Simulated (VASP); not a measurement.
Here is a VASP 6.6.1 calculation.

POSCAR

```
W
1.0
   -1.5973000000      1.5973000000      1.5174350000
    1.5973000000     -1.5973000000      1.5174350000
    1.5973000000      1.5973000000     -1.5174350000
W
1
Direct
    0.0000000000      0.0000000000      0.0000000000
```

INCAR.step1

```
SYSTEM = W
  PREC = Accurate
  ENCUT = 520
  ISMEAR = 0
  SIGMA = 0.15
  LREAL = .False.
  LASPH = .True.
  NELM = 100
  NBANDS = 13
  GGA = PE
  ALGO = Normal
  EDIFF = 1E-4
  LWAVE = .True.
  LCHARG = .False.
```

File INCAR.step2:

```
SYSTEM = W
  PREC = Accurate
  ENCUT = 520
  EDIFF = 1E-6
  ISMEAR = 0
  SIGMA = 0.15
  LREAL = .False.
  LASPH = .True.
  NELM = 100
  ALGO = Normal
  ISIF = 2
  LWAVE = .False.
  LCHARG = .False.
  METAGGA = R2SCAN
  LMIXTAU = .True.
  NBANDS = 13
  ISTART = 1
```

The input KPOINTS:

```
Automatic mesh
0
Gamma
  20 20 20
  0 0 0
```

Potentials or basis: VASP PAW PBE potentials, release 64 (W_sv).

The run is started by

```sh
$ cat potpaw_PBE.64/W_sv/POTCAR > POTCAR
$ cp INCAR.step1 INCAR
$ mpirun -np 1 vasp_std > vasp.out
$ cp INCAR.step2 INCAR
$ mpirun -np 1 vasp_std > vasp.out
```

Q: Estimate the pressure.

A: 11.0 GPa.

Q: Estimate the band gap on the k mesh.

A: Zero (bands 7 and 8 overlap by 6.76 eV).

Stress tensor (GPa, compression positive):
```
 4.19  0.00  0.00
 0.00  4.19  0.00
 0.00  0.00 24.64
```

Caveat: the cell differs from its parent crystal (strain +0.000 along x and y, -0.050 along z); the stress differs along the axes, from 4 to 25 GPa; the PAW data sets were made with another functional, which shifts forces and pressure a little; spin-orbit coupling is left out, which moves the levels of the heavy elements.
